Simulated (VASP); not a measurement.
Input of a VASP 6.6.1 run:

INCAR

```
ALGO     = Normal         # electronic algorithm
EDIFF    = 1E-6           # SCF threshold, eV
ENCUT    = 520            # plane-wave cutoff, eV
GGA      = PE             # functional
ISIF     = 2              # what is computed and relaxed
ISMEAR   = 0              # smearing method
LASPH    = True           # aspherical terms in the spheres
LCHARG   = False          # write CHGCAR
LREAL    = False          # projectors in reciprocal space
LWAVE    = False          # write WAVECAR
NBANDS   = 36             # bands
NELM     = 100            # most SCF steps
PREC     = Accurate       # precision mode
SIGMA    = 0.01           # smearing width, eV
```

File KPOINTS:

```
k-points
0
Gamma
  6 6 2
```

Contents of POSCAR:

```
Ga3AsP2
1.0
    3.9059637249      0.0000000000      0.0000000000
   -1.9529818624      3.3826638120      0.0000000000
    0.0000000000      0.0000000000      9.5621795807
P As Ga
2 1 3
Direct
    0.0000000000      0.0000000000      0.0030602822
    0.3333333333      0.6666666667      0.3305233904
    0.6666666667      0.3333333333      0.6663422598
    0.3333333333      0.6666666667      0.0832499795
    0.6666666667      0.3333333333      0.4103402508
    0.0000000000      0.0000000000      0.7564838373
```

Potentials or basis: VASP PAW PBE potentials, release 64 (P, As, Ga_d).

Command:

```bash
$ cat potpaw_PBE.64/P/POTCAR potpaw_PBE.64/As/POTCAR potpaw_PBE.64/Ga_d/POTCAR > POTCAR
$ mpirun -np 1 vasp_std > vasp.out
```

What does it give for the largest force?

0.078 eV/Å.

What does it give for the band gap on the k mesh?

1.21 eV.

What does it give for the pressure?

2.7 GPa.

Forces in eV/Å, atoms in the order of the input:
```
P    0.000  0.000  0.015
P    0.000  0.000  0.000
As   0.000  0.000 -0.032
Ga   0.000  0.000 -0.008
Ga   0.000  0.000 -0.054
Ga   0.000  0.000  0.078
```

A k mesh can miss the band edges.
